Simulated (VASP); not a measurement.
Here is a VASP 6.6.1 calculation.

File INCAR:

```
SYSTEM = BiS2
  PREC = Accurate
  ENCUT = 520
  EDIFF = 1E-6
  ISMEAR = -1
  SIGMA = 0.05
  LREAL = .False.
  LASPH = .True.
  NELM = 80
  ALGO = Normal
  ISIF = 2
  LWAVE = .False.
  LCHARG = .False.
  GGA = PS
  NBANDS = 36
```

KPOINTS

```
regular mesh
0
Gamma
  4 4 4
  0 0 0
```

The input POSCAR:

```
BiS2
1.0
   -3.7732839736      3.6766537399      2.4807471975
    3.7717810938     -3.6788470572      2.4809241971
    3.8243828943      3.7291423020     -2.4776236418
Bi S
2 4
Direct
    0.0004423385     -0.0056055781     -0.0036791168
    0.9216429214      0.4157283391      0.4961789001
    0.4042601049      0.3877173987      0.5040699013
    1.0362339602      0.5197119575      1.0041699162
    0.5177869121      0.0223353266     -0.0116453167
    0.8858337795     -0.1096424263      0.4883028800
```

Potentials or basis: VASP PAW PBE potentials, release 64 (Bi_d, S).

Command:

```console
$ cat potpaw_PBE.64/Bi_d/POTCAR potpaw_PBE.64/S/POTCAR > POTCAR
$ mpirun -np 1 vasp_std > vasp.out
```

Task: Estimate the pressure.

Result: 0.0 GPa.

Task: What does it give for the band gap on the k mesh?

Result: Zero (band 27 reaches 9.16 eV, above the bottom of band 28 at 5.04 eV).

Task: Predict the largest force.

Result: 0.006 eV/Å.

Forces in eV/Å, atoms in the order of the input:
```
Bi  -0.001 -0.002 -0.002
Bi   0.000  0.002  0.001
S    0.005  0.004 -0.001
S    0.002  0.002  0.001
S   -0.004 -0.003  0.001
S   -0.002 -0.003 -0.001
```

Caveat: the k points lie up to 0.38 Å⁻¹ apart; the PAW data sets were made with another functional, which shifts forces and pressure a little; spin-orbit coupling is left out, which moves the levels of the heavy elements.
